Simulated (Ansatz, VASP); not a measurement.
# Two plane-wave programs on C

INCAR

```
  ALGO = Normal
  EDIFF = 1E-7
  ENCUT = 520
  GGA = PE
  ISIF = 2
  ISMEAR = 0
  IVDW = 12
  LASPH = True
  LCHARG = False
  LREAL = False
  LWAVE = False
  NBANDS = 11
  NELM = 100
  PREC = Accurate
  SIGMA = 0.05
```

KPOINTS

```
k-points
0
Gamma
  15 15 15
```

POSCAR

```
C
1.0
    1.2427105179      0.7174792520      3.3888323960
   -1.2427105179      0.7174792520      3.3888323960
    0.0000000000     -1.4349585041      3.3888323960
C
2
Direct
    0.1571736412      0.1571736412      0.1571736412
    0.8428263588      0.8428263588      0.8428263588
```

Input for Ansatz:

```yaml
crystal:
  lattice:
    - [1.2427105179, 0.717479252, 3.388832396]
    - [-1.2427105179, 0.717479252, 3.388832396]
    - [0.0, -1.4349585041, 3.388832396]
  atoms:
    - { symbol: C, position: [0.1571736412, 0.1571736412, 0.1571736412] }
    - { symbol: C, position: [0.8428263588, 0.8428263588, 0.8428263588] }
basis:
  ecutwfc: 520.0
kpoints:
  mp_grid: { grid: [15, 15, 15] }
hamiltonian:
  xc: pbe
  pseudopotentials: { kind: paw, azcp: { folder: soft_1 } }
  dispersion: d3bj
scf:
  occupations: { method: gaussian, width: 0.05 }
output:
  forces: true
  stress: true
  eigenvalues: true
```

Change from the starting cell: mode 4 frozen in at -0.095 Å, equal normal strain along x, y and z +0.0083.

Alike in both runs: task single point; functional PBE; dispersion D3(BJ); k mesh 15 × 15 × 15; occupations gaussian, width 0.05 eV; no spin polarisation.

|  | VASP | Ansatz |
| --- | --- | --- |
| version | VASP 6.6.1 | Ansatz 0.2.0 |
| potentials or method | VASP PAW PBE potentials, release 64 (C), cutoff 520 eV | scalar-relativistic, plane waves, PAW |
| valence electrons in the cell | 8 | 8 |

Ansatz gave:

```
gap on the k mesh at the Fermi level (eV)                     : 0.91
least direct gap on the mesh (eV)                             : 0.97
pressure (GPa)                                                : -8.8
traceless stress, the component that is largest in VASP (GPa) : 2.41
rms of the force components (eV/Å)                            : 1.834
```

Which values does VASP return?

gap on the k mesh at the Fermi level (eV): 0.91; least direct gap on the mesh (eV): 0.97; pressure (GPa): -8.3; traceless stress, the component that is largest in VASP (GPa): 1.92; rms of the force components (eV/Å): 1.827.

Atom by atom the forces differ by 0.008 eV/Å (rms over components).
